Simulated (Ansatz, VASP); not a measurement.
## Two plane-wave programs on ZnAu

```
CELL_PARAMETERS angstrom
3.18667 0.00000 0.00000
0.00000 3.18667 0.00000
0.00000 0.00000 3.18667
ATOMIC_POSITIONS crystal
Zn 0.00000 0.00000 0.00000
Au 0.50000 0.50000 0.50000
```

Alike in both runs: functional PBE; k mesh 14 × 14 × 14; occupations fermi-dirac, width 0.05 eV; no spin polarisation.

Ansatz relaxed the structure, and its values are those at the end. VASP's run is a single point on that final structure, the one shown.

|  | VASP | Ansatz |
| --- | --- | --- |
| version | VASP 6.6.1 | Ansatz 0.2.0 |
| potentials or method | VASP PAW PBE potentials, release 64 (Zn, Au) | PAW with Ansatz's default frozen-core files, scalar-relativistic |
| plane-wave cutoff (eV) | 520 | 420 |
| valence electrons in the cell | 23 | 31 |

|  | VASP | Ansatz | Ansatz less VASP |
| --- | --- | --- | --- |
| pressure (GPa) | 0.0 | 0.0 | -0.04 |

With one functional, cell and mesh, what is left measures potentials, basis and numerics. VASP's potentials hold 23 valence electrons a cell and Ansatz's 31, so a difference there can come from the potentials and not from the codes.

Spin-orbit coupling is off throughout.
